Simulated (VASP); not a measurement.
# Al (P-3m1) in VASP: further runs

The runs below take Al through single point, with PBE.

Everything below comes from runs of VASP 6.6.1. Logs are shortened: lines on timing, memory, paths and dates and some standing lists are left out, and cuts for length are marked.

## (1) The cell of the first run

The structure is trigonal, space group P-3m1 (No. 164). The conventional cell has a = 2.862 Å, b = 2.862 Å, c = 13.873 Å, α = 90.00°, β = 90.00°, γ = 120.00°. Al (site symmetry 3m) has 12 Al at 2.74 to 2.86 Å within 3.6 Å. Within 3.8 Å of Al (site symmetry 3m) lie 12 Al at 2.86 Å. Within 3.8 Å of Al (site symmetry 3m) lie 12 Al at 2.86 Å.

## (2) Single point, PBE (the distance across one plane changed)

Input file INCAR:

```
SYSTEM = Al
PREC = Accurate
ENCUT = 520
EDIFF = 1E-7
ISMEAR = 0
SIGMA = 0.15
LREAL = .FALSE.
LASPH = .TRUE.
NELM = 100
ALGO = Fast
ISIF = 2
LWAVE = .FALSE.
LCHARG = .FALSE.
GGA = PE
NBANDS = 18
```

Input file KPOINTS:

```
regular mesh
0
G
  19 19 4
  0 0 0
```

Input file POSCAR:

```
Al
1.0
    2.0239800000     -2.0239800000      0.0000000000
    2.0239800000      0.0000000000     -2.0239800000
    8.0093174596      8.0093174596      8.0093174596
Al
6
Direct
    0.6666666667      0.6666666667      0.0842175468
    0.0000000000      0.0000000000      0.9265614836
    0.3333333333      0.3333333333      0.2526863342
    0.6666666667      0.6666666667      0.5896239089
    0.0000000000      0.0000000000      0.4211551215
    0.3333333333      0.3333333333      0.7580926962
```

Potentials or basis: VASP PAW PBE potentials, release 64 (Al).

Command:

```console
> cat potpaw_PBE.64/Al/POTCAR > POTCAR
> mpirun -np 1 vasp_std > vasp.out
```

OUTCAR:

```text
SYSTEM = Al
   PREC = Accurate
   ENCUT = 520
   EDIFF = 1E-7
   ISMEAR = 0
   LREAL = .FALSE.
   LASPH = .TRUE.
   NELM = 100
   ISIF = 2
   GGA = PE

 ion  position               nearest neighbor table
   1  0.667  0.667  0.084-   2 2.74   2 2.74   2 2.74   3 2.86   3 2.86   3 2.86
   2  0.000  0.000  0.927-   1 2.74   1 2.74   1 2.74   6 2.86   6 2.86   6 2.86
   3  0.333  0.333  0.253-   5 2.86   5 2.86   5 2.86   1 2.86   1 2.86   1 2.86
   4  0.667  0.667  0.590-   6 2.86   6 2.86   6 2.86   5 2.86   5 2.86   5 2.86
   5  0.000  0.000  0.421-   3 2.86   3 2.86   3 2.86   4 2.86   4 2.86   4 2.86
   6  0.333  0.333  0.758-   4 2.86   4 2.86   4 2.86   2 2.86   2 2.86   2 2.86

  LATTYP: Found a hexagonal cell.
 ALAT       =     2.8623399660
 C/A-ratio  =     4.8465748090

  Lattice vectors:

 A1 = (  -2.0239800000,   0.0000000000,   2.0239800000)
 A2 = (   2.0239800000,  -2.0239800000,   0.0000000000)
 A3 = (   8.0093174596,   8.0093174596,   8.0093174596)

Analysis of symmetry for initial positions (statically):
=====================================================================
 Subroutine PRICEL returns:
 Original cell was already a primitive cell.

 Routine SETGRP: Setting up the symmetry group for a
 hexagonal supercell.

 Subroutine GETGRP returns: Found 12 space group operations
 (whereof  6 operations were pure point group operations)
 out of a pool of 24 trial point group operations.

The static configuration has the point symmetry C_3v.
 The point group associated with its full space group is D_3d.

Analysis of symmetry for dynamics (positions and initial velocities):
=====================================================================
 Subroutine PRICEL returns:
 Original cell was already a primitive cell.

 Routine SETGRP: Setting up the symmetry group for a
 hexagonal supercell.

 Subroutine GETGRP returns: Found 12 space group operations
 (whereof  6 operations were pure point group operations)
 out of a pool of 24 trial point group operations.

The dynamic configuration has the point symmetry C_3v.
 The point group associated with its full space group is D_3d.

 Subroutine INISYM returns: Found 12 space group operations
 (whereof  6 operations are pure point group operations),
 and found     1 'primitive' translations

----------------------------------------------------------------------------------------

                                     Primitive cell

  volume of cell :      98.4304

  direct lattice vectors                    reciprocal lattice vectors
     2.023980000 -2.023980000  0.000000000     0.164692009 -0.329384019  0.164692009
     2.023980000  0.000000000 -2.023980000     0.164692009  0.164692009 -0.329384019
     8.009317460  8.009317460  8.009317460     0.041618195  0.041618195  0.041618195

  length of vectors
     2.862339966  2.862339966 13.872544774     0.403411388  0.403411388  0.072084828

  position of ions in fractional coordinates (direct lattice)
     0.666666667  0.666666667  0.084217547
     0.000000000  0.000000000  0.926561484
     0.333333333  0.333333333  0.252686334
     0.666666667  0.666666667  0.589623909
     0.000000000  0.000000000  0.421155122
     0.333333333  0.333333333  0.758092696

  ion indices of the primitive-cell ions
   primitive index   ion index
                 1           1
                 2           2
                 3           3
                 4           4
                 5           5
                 6           6

----------------------------------------------------------------------------------------

 KPOINTS: regular mesh

Automatic generation of k-mesh.
 Grid dimensions read from file:
 generate k-points for:   19   19    4

 Generating k-lattice:

  Cartesian coordinates                     Fractional coordinates (reciprocal lattice)
     0.008668000 -0.017336001  0.008668000     0.052631579  0.000000000  0.000000000
     0.008668000  0.008668000 -0.017336001     0.000000000  0.052631579  0.000000000
     0.010404549  0.010404549  0.010404549     0.000000000  0.000000000  0.250000000

  Length of vectors
     0.021232178  0.021232178  0.018021207

  Shift w.r.t. Gamma in fractional coordinates (k-lattice)
     0.000000000  0.000000000  0.000000000

 Subroutine IBZKPT returns following result:
 ===========================================

 Found    150 irreducible k-points:

 Following reciprocal coordinates:
            Coordinates               Weight
  0.000000  0.000000  0.000000      1.000000
  0.052632  0.000000  0.000000      6.000000
  0.105263  0.000000  0.000000      6.000000
  0.157895  0.000000  0.000000      6.000000
  0.210526  0.000000  0.000000      6.000000
  0.263158  0.000000  0.000000      6.000000
[... 16 lines left out ...]
  0.368421  0.105263  0.000000     12.000000
  0.421053  0.105263  0.000000     12.000000
 [... further k-points ...]
   k-points           NKPTS =    150   k-points in BZ     NKDIM =    150   number of bands    NBANDS=     18
   number of dos      NEDOS =    301   number of ions     NIONS =      6
   total plane-waves  NPLWV =  62208
   dimension x,y,z NGX =    24 NGY =   24 NGZ =  108
   dimension x,y,z NGXF=    48 NGYF=   48 NGZF=  216
   ions per type =               6
   NGX,Y,Z   is equivalent  to a cutoff of  13.94, 13.94, 12.94 a.u.
   NGXF,Y,Z  is equivalent  to a cutoff of  27.88, 27.88, 25.89 a.u.
 SYSTEM =  Al
   PREC   = accura    normal or accurate (medium, high low for compatibility)
   ISTART =      0    job   : 0-new  1-cont  2-samecut
   ICHARG =      2    charge: 1-file 2-atom 10-const
   ISPIN  =      1    spin polarized calculation?
   LNONCOLLINEAR =      F non collinear calculations
   LSORBIT =      F    spin-orbit coupling
   LASPH  =      T    aspherical Exc in radial PAW
   ENCUT  =  520.0 eV  38.22 Ry    6.18 a.u.   5.32  5.32 25.79*2*pi/ulx,y,z
   NELM   =    100;   NELMIN=  2; NELMDL= -5     # of ELM steps
   EDIFF  = 0.1E-06   stopping-criterion for ELM
   LREAL  =      F    real-space projection
   EDIFFG = 0.1E-05   stopping-criterion for IOM
   NSW    =      0    number of steps for IOM
   IBRION =     -1    ionic relax: 0-MD 1-quasi-New 2-CG
   NFREE  =      0    steps in history (QN), initial steepest desc. (CG)
   ISIF   =      2    stress and relaxation
   ISYM   =      2    0-nonsym 1-usesym 2-fastsym
   POTIM  = 0.5000    time-step for ionic-motion
   TEBEG  =    0.0;   TEEND  =   0.0 temperature during run
   PSTRESS=    0.0 pullay stress
   NELECT =      18.0000    total number of electrons
   NUPDOWN=      -1.0000    fix difference up-down
   EMIN   =  10.00;   EMAX   =-10.00  energy-range for DOS
   EFERMI =   0.00;   METHOD = LEGACY
   ISMEAR =     0;   SIGMA  =   0.15  broadening in eV -4-tet -1-fermi 0-gaus
   EFERMI_NEDOS =   21; number of points for ismear=-14 and -15
   IALGO  =     68    algorithm
   IMIX   =      4    mixing-type and parameters
     AMIX     =   0.40;   BMIX     =  1.00
     AMIX_MAG =   1.60;   BMIX_MAG =  1.00
  volume/ion in A,a.u.               =      16.41       110.71
  Fermi-wavevector in a.u.,A,eV,Ry     =   0.929229  1.755988 11.748167  0.863466
  Thomas-Fermi vector in A             =   2.055489
   LORBIT       =      0    0 simple, 1 ext, 2 COOP (PROOUT), +10 PAW based schemes
   GGA     = PE    functional components
   LHFCALC =     F    Hartree Fock is set to
   AEXX    =    0.0000 exact exchange contribution
   IVDW    =     0    specifies the selected vdW correction
   LEPSILON=     F    determine dielectric tensor
   LRPA    =     F    only Hartree local field effects (RPA)
 non-spin polarized calculation
 RMM-DIIS sequential band-by-band and
 Gauss-broadening in eV      SIGMA  =   0.15
  energy-cutoff  :      520.00
  volume of cell :       98.43
 maximum number of plane-waves:      2691
 NGX is ok and might be reduce to    24
   NGX = 11   NGY = 11   NGZ = 51

 number of electron      18.0000000 magnetization

 Free energy of the ion-electron system (eV)
  ---------------------------------------------------
  ext. energy  EPLUGINS =         0.00000000
  ---------------------------------------------------
  free energy    TOTEN  =       -22.45202176 eV

  energy without entropy =      -22.42123075  energy(sigma->0) =      -22.43662625

 E-fermi :   8.0619     XC(G=0): -10.2165

 val. band max:        8.0605832666   @ k =   0.4737   0.1579   0.2500
 cond. band min:       8.0695395944   @ k =  -0.4737   0.1053   0.5000
 fundamental gap:      0.0089563277
 Fermi energy:         8.0619312533

 k-point     1 :       0.0000    0.0000    0.0000
  band No.  band energies     occupation
      1      -3.1331      2.00000
      2      -2.4122      2.00000
      3      -2.2789      2.00000
      4      -0.1250      2.00000
      5      -0.0096      2.00000
      6       3.5073      2.00000
[... 10 lines left out ...]
     17      19.2811      0.00000
     18      19.4097      0.00000

 k-point     2 :       0.0526    0.0000    0.0000
  band No.  band energies     occupation
      1      -3.0664      2.00000
      2      -2.3459      2.00000
      3      -2.2125      2.00000
      4      -0.0597      2.00000
      5       0.0557      2.00000
      6       3.5690      2.00000
[... 10 lines left out ...]
     17      18.4076      0.00000
     18      19.0070      0.00000

 k-point     3 :       0.1053    0.0000    0.0000
  band No.  band energies     occupation
      1      -2.8665      2.00000
      2      -2.1470      2.00000
      3      -2.0136      2.00000
      4       0.1359      2.00000
      5       0.2513      2.00000
      6       3.7537      2.00000
[... 10 lines left out ...]
     17      17.4935      0.00000
     18      17.5993      0.00000

 k-point     4 :       0.1579    0.0000    0.0000
  band No.  band energies     occupation
      1      -2.5339      2.00000
      2      -1.8162      2.00000
      3      -1.6827      2.00000
      4       0.4613      2.00000
      5       0.5766      2.00000
      6       4.0615      2.00000
[... 375 lines left out ...]
      4       1.6895      2.00000
      5       1.8049      2.00000
      6       5.2246      2.00000
[... 10 lines left out ...]
     17      12.9072      0.00000
     18      14.9141      0.00000

 k-point    23 :       0.3684    0.1053    0.0000
  band No.  band energies     occupation
      1      -0.5548      2.00000
      2       0.1523      2.00000
      3       0.2863      2.00000
      4       2.3940      2.00000
      5       2.5095      2.00000
      6       5.8801      2.00000
[... 10 lines left out ...]
     17      12.4227      0.00000
     18      14.3621      0.00000

 k-point    24 :       0.4211    0.1053    0.0000
  band No.  band energies     occupation
      1       0.2943      2.00000
      2       0.9963      2.00000
      3       1.1307      2.00000
      4       3.2181      2.00000
      5       3.3340      2.00000
      6       6.3082      2.00000
[... 10 lines left out ...]
     17      12.4223      0.00000
     18      12.7778      0.00000

 [... further k-points ...]
[... 5 lines left out ...]
  --------------------------------------------------------------------------------------
  -------------------------------------------------------------------------------------
  Total        0.3300660      0.3300660      0.3300660      0.1849930      0.1849930      0.1849930
  in kB        5.3725710      5.3725710      5.3725710      3.0111791      3.0111791      3.0111791
  external PRESSURE =       5.3725710 kB  Pullay stress =       0.0000000 kB

 VOLUME and BASIS-vectors are now :
 -----------------------------------------------------------------------------
  energy-cutoff  :      520.00
  volume of cell :       98.43
      direct lattice vectors                 reciprocal lattice vectors
     2.023980000 -2.023980000  0.000000000     0.164692009 -0.329384019  0.164692009
     2.023980000  0.000000000 -2.023980000     0.164692009  0.164692009 -0.329384019
     8.009317460  8.009317460  8.009317460     0.041618195  0.041618195  0.041618195

 POSITION                                       TOTAL-FORCE (eV/Angst)
 -----------------------------------------------------------------------------------
      3.37317     -0.67479     -0.67479         0.264947      0.264947      0.264947
      7.42113      7.42113      7.42113        -0.264947     -0.264947     -0.264947
      3.37317      1.34919      1.34919        -0.009632     -0.009632     -0.009632
      7.42113      3.37317      3.37317         0.004186      0.004186      0.004186
      3.37317      3.37317      3.37317        -0.004186     -0.004186     -0.004186
      7.42113      5.39715      5.39715         0.009632      0.009632      0.009632
 -----------------------------------------------------------------------------------
    total drift:                                0.000001      0.000001      0.000001

  FREE ENERGIE OF THE ION-ELECTRON SYSTEM (eV)
  ---------------------------------------------------
  free  energy   TOTEN  =       -22.4520217576 eV

  energy  without entropy=      -22.4212307457  energy(sigma->0) =      -22.43662625
```

Wall time 5.2 min (1 thread of Intel Xeon Platinum 8488C (Sapphire Rapids), shared host); peak memory 0.36 GiB.

Results:

| Property | Result |
| --- | --- |
| Free energy | -22.4520 eV |
| Pressure | 0.5 GPa |
| Largest force | 0.459 eV/Å |
| Band gap on the k mesh | zero (bands 9 and 10 overlap by 5.91 eV) |

Forces on the atoms (eV/Å):
```
Al   0.265  0.265  0.265
Al  -0.265 -0.265 -0.265
Al  -0.010 -0.010 -0.010
Al   0.004  0.004  0.004
Al  -0.004 -0.004 -0.004
Al   0.010  0.010  0.010
```

Levels at points of the mesh, in eV from the Fermi level:
```csv
k point,band 6,band 7,band 8,band 9,band 10,band 11
"(0.00, 0.00, 0.00)",-4.55,-4.26,0.62,0.70,6.89,6.91
"(0.00, 0.00, 0.50)",-6.40,-2.08,-1.98,3.62,3.68,10.26
```

Caveat: the cell differs from its parent crystal (the distance across one plane changed).

## (3) Single point, PBE (the distance across one plane changed)

Input file INCAR:

```
SYSTEM = Al
  ALGO = Fast
  EDIFF = 1E-6
  ENCUT = 520
  GGA = PE
  ISIF = 2
  ISMEAR = 0
  LASPH = .TRUE.
  LCHARG = .FALSE.
  LREAL = .FALSE.
  LWAVE = .FALSE.
  NBANDS = 18
  NELM = 100
  PREC = Accurate
  SIGMA = 0.15
```

Input file KPOINTS:

```
k-points
0
G
  19 19 4
  0 0 0
```

Input file POSCAR:

```
Al
1.0
    2.0239800000     -2.0239800000      0.0000000000
    2.0239800000      0.0000000000     -2.0239800000
    8.2402575673      8.2402575673      8.2402575673
Al
6
Direct
    0.6666666667      0.6666666667      0.0818572796
    0.0000000000      0.0000000000      0.9005938234
    0.3333333333      0.3333333333      0.2456045884
    0.6666666667      0.6666666667      0.5730992059
    0.0000000000      0.0000000000      0.4093518971
    0.3333333333      0.3333333333      0.7368465146
```

Potentials or basis: VASP PAW PBE potentials, release 64 (Al).

Command:

```console
> cat potpaw_PBE.64/Al/POTCAR > POTCAR
> mpirun -np 1 vasp_std > vasp.out
```

Run time: 4.3 min. Hardware: 1 thread of Intel Xeon Platinum 8488C (Sapphire Rapids), shared host; peak memory 0.36 GiB.

The run converged. Its results:

| Item | Value |
| --- | --- |
| Free energy | -22.4222 eV |
| Pressure | -1.4 GPa |
| Largest force | 0.405 eV/Å |
| Band gap on the k mesh | zero (bands 9 and 10 overlap by 5.28 eV) |

Forces on the atoms (eV/Å):
```
Al  -0.234 -0.234 -0.234
Al   0.234  0.234  0.234
Al   0.014  0.014  0.014
Al  -0.006 -0.006 -0.006
Al   0.006  0.006  0.006
Al  -0.014 -0.014 -0.014
```

Stress tensor (GPa, compression positive):
```
-1.40 -0.20 -0.20
-0.20 -1.40 -0.20
-0.20 -0.20 -1.40
```

Levels at points of the mesh, in eV from the Fermi level:
```tsv
k point	band 6	band 7	band 8	band 9	band 10	band 11
(0.00, 0.00, 0.00)	-4.59	-4.58	0.14	0.29	6.11	6.21
(0.00, 0.00, 0.50)	-6.41	-2.43	-2.25	3.00	3.13	9.43
```

Caveat: the cell differs from its parent crystal (the distance across one plane changed).

The gap in the log of VASP goes by the Fermi energy; the results here count the filled bands.